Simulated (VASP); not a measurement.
NaC4: single point with PBE

NaC4:

```xyz
5
Lattice="2.5330 0.0000 0.0000 0.0000 4.6869 0.0000 0.0000 0.0000 4.3243" Properties=species:S:1:pos:R:3 pbc="T T T"
Na    0.0000    2.3434    0.0000
C     0.0000    0.0000    1.4482
C     1.2665    0.0000    3.6002
C     1.2665    0.0000    0.7241
C     0.0000    0.0000    2.8761
```

- Program: VASP 6.6.1
- Task: single point
- Functional: PBE
- Potentials or basis: VASP PAW PBE potentials, release 64 (Na_sv, C)
- Cutoff: 1130 eV
- k mesh: 8 × 6 × 4
- Occupations: gaussian, width 0.1 eV
- Spin: no spin polarisation

| Property | Result |
| --- | --- |
| Pressure | -0.1 GPa |
| Largest force | 0.023 eV/Å |
| Band gap on the k mesh | zero (an odd number of electrons rules out a gap without spin polarisation) |

Forces in eV/Å, atoms in the order of the input:
```
Na   0.000  0.000  0.000
C    0.000  0.000  0.023
C    0.000  0.000  0.014
C    0.000  0.000 -0.014
C    0.000  0.000 -0.023
```

Stress tensor (GPa, compression positive):
```
-0.11  0.00  0.00
 0.00  0.12  0.00
 0.00  0.00 -0.17
```

Levels at points of the mesh, in eV from the Fermi level:
```csv
k point,band 8,band 9,band 10,band 11,band 12,band 13,band 14,band 15,band 16,band 17
"(0.00, 0.00, 0.00)",-8.87,-7.55,-4.20,-4.17,-3.79,-1.27,-0.02,5.01,5.69,6.48
"(0.50, 0.00, 0.00)",-11.47,-9.95,-9.92,-4.60,-4.12,1.09,1.19,3.55,4.96,8.62
"(0.00, 0.50, 0.00)",-9.42,-7.55,-4.20,-4.17,-3.97,-0.51,1.41,5.09,5.20,6.48
"(0.50, 0.50, 0.00)",-11.46,-9.92,-9.92,-4.80,-4.46,0.78,1.09,5.56,7.04,8.51
"(0.00, 0.00, 0.50)",-8.46,-7.34,-7.10,-6.20,-6.18,0.69,0.69,5.37,5.43,5.86
"(0.50, 0.00, 0.50)",-14.05,-7.39,-7.31,-4.27,-3.75,0.04,0.04,4.87,5.20,5.56
"(0.00, 0.50, 0.50)",-8.45,-7.87,-7.45,-6.20,-6.18,3.07,3.43,5.27,5.27,5.83
"(0.50, 0.50, 0.50)",-14.03,-7.39,-7.30,-4.40,-3.95,-0.55,-0.42,5.52,5.64,7.18
```

It took 2 min on 1 thread of Intel(R) Xeon(R) Platinum 8259CL CPU @ 2.50GHz (Skylake/Cascade Lake), with other jobs on the host, peak memory 0.34 GiB.

Caveat: the k points lie up to 0.36 Å⁻¹ apart, too coarse for converged energies and pressures of a metal; an odd number of electrons without spin polarisation forces a metal; a magnetic or distorted state may lie lower.
